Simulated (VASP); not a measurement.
# B5Pt (F-43m) in VASP: further runs, part 2 of 2

VASP 6.6.1.

## (4) Relaxation of cell and atoms, PBE

This run uses another cell than the first one, of 9.52 Å³/atom, 1.147 times its volume.

The input, INCAR:

```
PREC = Accurate
ENCUT = 600
EDIFF = 1E-7
ISMEAR = 0
SIGMA = 0.1
LREAL = False
LASPH = True
NELM = 100
ALGO = Normal
ISIF = 3
LWAVE = False
LCHARG = False
GGA = PE
IBRION = 2
NSW = 90
EDIFFG = -0.04
```

The input, KPOINTS:

```
regular mesh
0
Gamma
  6 6 6
```

The input, POSCAR:

```
B5Pt
1.0
    0.0000000000      3.0570335700      3.0570335700
    3.0570335700      0.0000000000      3.0570335700
    3.0570335700      3.0570335700      0.0000000000
B Pt
5 1
Direct
    0.2500000000      0.2500000000      0.2500000000
    0.1261565700      0.6246144800      0.6246144800
    0.6246144800      0.6246144800      0.6246144800
    0.6246144800      0.6246144800      0.1261565700
    0.6246144800      0.1261565700      0.6246144800
    0.0000000000      0.0000000000      0.0000000000
```

Potentials or basis: VASP PAW PBE potentials, release 64 (B, Pt).

Started as:

```console
$ cat potpaw_PBE.64/B/POTCAR potpaw_PBE.64/Pt/POTCAR > POTCAR
$ mpirun -np 1 vasp_std > vasp.out
```

OUTCAR:

```text
PREC = Accurate
   ENCUT = 600
   EDIFF = 1E-7
   ISMEAR = 0
   LREAL = False
   LASPH = True
   NELM = 100
   ISIF = 3
   GGA = PE
   IBRION = 2
   NSW = 90
   EDIFFG = -0.04

 ion  position               nearest neighbor table
   1  0.250  0.250  0.250-   6 2.65   6 2.65   6 2.65   6 2.65
   2  0.126  0.625  0.625-   3 2.15   4 2.15   5 2.15   5 2.17   4 2.17   3 2.17   6 2.54   6 2.54
                             6 2.54
   3  0.625  0.625  0.625-   2 2.15   4 2.15   5 2.15   2 2.17   5 2.17   4 2.17   6 2.54   6 2.54
                             6 2.54
   4  0.625  0.625  0.126-   2 2.15   3 2.15   5 2.15   5 2.17   2 2.17   3 2.17   6 2.54   6 2.54
                             6 2.54
   5  0.625  0.126  0.625-   2 2.15   3 2.15   4 2.15   2 2.17   4 2.17   3 2.17   6 2.54   6 2.54
                             6 2.54
   6  0.000  0.000  0.000-   2 2.54   4 2.54   5 2.54   3 2.54   3 2.54   3 2.54   2 2.54   5 2.54
                             5 2.54   2 2.54   4 2.54   4 2.54   1 2.65   1 2.65   1 2.65   1 2.65

  LATTYP: Found a face centered cubic cell.
 ALAT       =     6.1140671400

  Lattice vectors:

 A1 = (   0.0000000000,   3.0570335700,   3.0570335700)
 A2 = (   3.0570335700,   0.0000000000,   3.0570335700)
 A3 = (   3.0570335700,   3.0570335700,   0.0000000000)

Analysis of symmetry for initial positions (statically):
=====================================================================
 Subroutine PRICEL returns:
 Original cell was already a primitive cell.

 Routine SETGRP: Setting up the symmetry group for a
 face centered cubic supercell.

 Subroutine GETGRP returns: Found 24 space group operations
 (whereof 24 operations were pure point group operations)
 out of a pool of 48 trial point group operations.

The static configuration has the point symmetry T_d .

Analysis of symmetry for dynamics (positions and initial velocities):
=====================================================================
 Subroutine PRICEL returns:
 Original cell was already a primitive cell.

 Routine SETGRP: Setting up the symmetry group for a
 face centered cubic supercell.
[... 129 lines left out ...]
   GGA     = PE    functional components
   LHFCALC =     F    Hartree Fock is set to
   AEXX    =    0.0000 exact exchange contribution
   IVDW    =     0    specifies the selected vdW correction
   LEPSILON=     F    determine dielectric tensor
   LRPA    =     F    only Hartree local field effects (RPA)
 conjugate gradient relaxation of ions
 non-spin polarized calculation
 Gauss-broadening in eV      SIGMA  =   0.10
  energy-cutoff  :      600.00
  volume of cell :       57.14
 maximum number of plane-waves:      1932
 NGX is ok and might be reduce to    36
   NGX = 17   NGY = 17   NGZ = 17

--------------------------------------- Ionic step        1  -------------------------------------------

 number of electron      25.0000000 magnetization

 Free energy of the ion-electron system (eV)
  ---------------------------------------------------
  ext. energy  EPLUGINS =         0.00000000
  ---------------------------------------------------
  free energy    TOTEN  =       -29.75644586 eV

  energy without entropy =      -29.74240091  energy(sigma->0) =      -29.74942338

------------------------ aborting loop because EDIFF is reached ----------------------------------------

  FORCE on cell =-STRESS in cart. coord.  units (eV):
  Direction    XX          YY          ZZ          XY          YZ          ZX
  --------------------------------------------------------------------------------------
  -------------------------------------------------------------------------------------
  Total       -7.6114874     -7.6114874     -7.6114874      0.0000000      0.0000000      0.0000000
  in kB     -213.4270661   -213.4270661   -213.4270661      0.0000000      0.0000000      0.0000000
  external PRESSURE =    -213.4270661 kB  Pullay stress =       0.0000000 kB
[... 187 lines left out ...]
--------------------------------------- Ionic step        6  -------------------------------------------

 number of electron      24.9999999 magnetization

 E-fermi :   9.7982     XC(G=0): -12.5560

 val. band max:        9.7933451355   @ k =  -0.3333   0.3333   0.1667
 cond. band min:       9.8099448209   @ k =   0.5000   0.0000   0.0000
 fundamental gap:      0.0165996854
 Fermi energy:         9.7981562895

 k-point     1 :       0.0000    0.0000    0.0000
  band No.  band energies     occupation
      1      -6.6845      2.00000
      2       0.8038      2.00000
      3       1.8727      2.00000
      4       1.8727      2.00000
      5       1.8727      2.00000
      6       2.9556      2.00000
[... 412 lines left out ...]
--------------------------------------- Ionic step        9  -------------------------------------------

 number of electron      24.9999999 magnetization

 Free energy of the ion-electron system (eV)
  ---------------------------------------------------
  ext. energy  EPLUGINS =         0.00000000
  ---------------------------------------------------
  free energy    TOTEN  =       -30.82220746 eV

  energy without entropy =      -30.80283837  energy(sigma->0) =      -30.81252292

 E-fermi :  10.2079     XC(G=0): -12.6650

 val. band max:       10.1959652729   @ k =  -0.3333   0.3333   0.1667
 cond. band min:      10.2754501681   @ k =   0.3333   0.3333   0.0000
 fundamental gap:      0.0794848952
 Fermi energy:        10.2079340547

 k-point     1 :       0.0000    0.0000    0.0000
  band No.  band energies     occupation
      1      -6.5076      2.00000
      2       1.1364      2.00000
      3       1.9683      2.00000
      4       1.9683      2.00000
      5       1.9683      2.00000
      6       3.0823      2.00000
[... 326 lines left out ...]
  FREE ENERGIE OF THE ION-ELECTRON SYSTEM (eV)
  ---------------------------------------------------
  free  energy   TOTEN  =       -30.8222074601 eV

  energy  without entropy=      -30.8028383720  energy(sigma->0) =      -30.81252292

 reached required accuracy - stopping structural energy minimisation
```

CONTCAR:

```text
B5Pt
   1.00000000000000
    -0.0000000000000000    2.9204623982335471    2.9204623982335471
     2.9204623982335471   -0.0000000000000000    2.9204623982335471
     2.9204623982335471    2.9204623982335471    0.0000000000000000
  B               Pt
     5     1
Direct
     0.2500000000000000    0.2500000000000000    0.2500000000000000
     0.1689990927150177    0.6103336390949919    0.6103336390949919
     0.6103336390949919    0.6103336390949919    0.6103336390949919
     0.6103336390949919    0.6103336390949919    0.1689990927150177
     0.6103336390949919    0.1689990927150177    0.6103336390949919
     0.0000000000000000    0.0000000000000000    0.0000000000000000

  0.00000000E+00  0.00000000E+00  0.00000000E+00
  0.00000000E+00  0.00000000E+00  0.00000000E+00
  0.00000000E+00  0.00000000E+00  0.00000000E+00
  0.00000000E+00  0.00000000E+00  0.00000000E+00
  0.00000000E+00  0.00000000E+00  0.00000000E+00
  0.00000000E+00  0.00000000E+00  0.00000000E+00
```

It took 2.2 min on 1 thread of Intel Xeon Platinum 8259CL at 2.50GHz (Skylake/Cascade Lake), shared host; peak memory 0.22 GiB.

What came out:

- Free energy: -30.8222 eV
- Relaxed volume: 8.30 Å³/atom
- Relaxed cell: a = 4.130 Å, b = 4.130 Å, c = 4.130 Å, α = 60.00°, β = 60.00°, γ = 60.00°
- Space group after relaxing (to 0.05 Å): F-43m (No. 216)
- Energy gained by relaxing: 177.6 meV/atom
- Ionic steps: 9
- Pressure after relaxing: 0.0 GPa

Step by step:
| step | energy change (eV) | largest force (eV/Å) | pressure (GPa) | volume (Å³) |
| --- | --- | --- | --- | --- |
| 1 | 0.0000 | 0.7067 | -21.34 | 57.14 |
| 2 | -0.7273 | 1.0761 | 7.73 | 47.28 |
| 3 | -0.7449 | 1.0890 | 2.76 | 48.34 |
| 4 | -0.9444 | 0.7072 | 5.96 | 47.84 |
| 5 | -0.9975 | 0.0653 | 9.47 | 47.46 |
| 6 | -1.0429 | 0.3118 | -2.71 | 50.88 |
| 7 | -1.0618 | 0.1847 | 1.26 | 49.63 |
| 8 | -1.0654 | 0.0534 | -0.45 | 49.88 |
| 9 | -1.0658 | 0.0017 | -0.04 | 49.82 |

Final structure:
```
B Pt
1.0
     0.00000    2.92046    2.92046
     2.92046    0.00000    2.92046
     2.92046    2.92046    0.00000
B Pt
5 1
Direct
  0.25000 0.25000 0.25000
  0.16900 0.61033 0.61033
  0.61033 0.61033 0.61033
  0.61033 0.61033 0.16900
  0.61033 0.16900 0.61033
  0.00000 0.00000 0.00000
```

Caveat: spin-orbit coupling is left out, which moves the levels of the heavy elements.

## (5) Overview

| task | cell | cutoff (eV) | gap on the mesh (eV) | pressure (GPa) |
| --- | --- | --- | --- | --- |
| single point | a = 4.131 Å, angles 60.0°, 6 atoms | 520 | none | -0.1 |
| single point | a = 4.323 Å, angles 60.0°, 6 atoms | 520 | none | -21.3 |
| relaxation of cell and atoms | relaxed from a = 4.323 Å, angles 60.0°, 6 atoms | 600 | none | 0.0 |

Alike in all rows: level PBE; potentials or basis VASP PAW PBE potentials, release 64 (B, Pt); no spin polarisation; k mesh 6 × 6 × 6; smearing gaussian 0.1 eV.

Caveats: spin-orbit coupling is left out, which moves the levels of the heavy elements.

Total energies depend on the potentials used, so only differences within one code and one set of settings carry meaning.
